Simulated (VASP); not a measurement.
Here is a VASP 6.6.1 calculation.

The input INCAR:

```
  PREC = Accurate
  ENCUT = 600
  EDIFF = 1E-6
  ISMEAR = 0
  SIGMA = 0.05
  LREAL = F
  LASPH = T
  NELM = 80
  ALGO = Normal
  ISIF = 3
  LWAVE = F
  LCHARG = F
  GGA = CA
  IBRION = 2
  NSW = 80
  EDIFFG = -0.03
```

KPOINTS

```
Automatic mesh
0
Gamma
  4 4 4
```

The input POSCAR:

```
KSnO3
1.0
    4.0516053316      0.0000000000      0.0000000000
    0.0000000000      4.0516053316      0.0000000000
    0.0000000000      0.0000000000      4.0516053316
K Sn O
1 1 3
Direct
    0.0000000000      0.0000000000      0.0000000000
    0.5000000000      0.5000000000      0.5000000000
    0.5000000000      0.5000000000      0.0000000000
    0.0000000000      0.5000000000      0.5000000000
    0.5000000000      0.0000000000      0.5000000000
```

Potentials or basis: VASP PAW LDA potentials, release 64 (K_sv, Sn_d, O).

The run is started by

```console
$ cat potpaw_LDA.64/K_sv/POTCAR potpaw_LDA.64/Sn_d/POTCAR potpaw_LDA.64/O/POTCAR > POTCAR
$ mpirun -np 1 vasp_std > vasp.out
```

What does it give for the relaxed cell?

a = 4.057 Å, b = 4.057 Å, c = 4.057 Å, α = 90.00°, β = 90.00°, γ = 90.00°.

What does it give for the space group after relaxing (to 0.05 Å)?

Pm-3m (No. 221).

What does it give for the relaxed volume?

13.35 Å³/atom.

The path:
```tsv
step	energy change (eV)	largest force (eV/Å)	pressure (GPa)	volume (Å³)
1	0.0000	0.0000	0.55	66.51
2	-0.0002	0.0000	-0.40	66.95
3	-0.0005	0.0000	0.00	66.77
```

Caveat: the k points lie up to 0.39 Å⁻¹ apart in the final cell; an odd number of electrons without spin polarisation forces a metal; a magnetic or distorted state may lie lower.
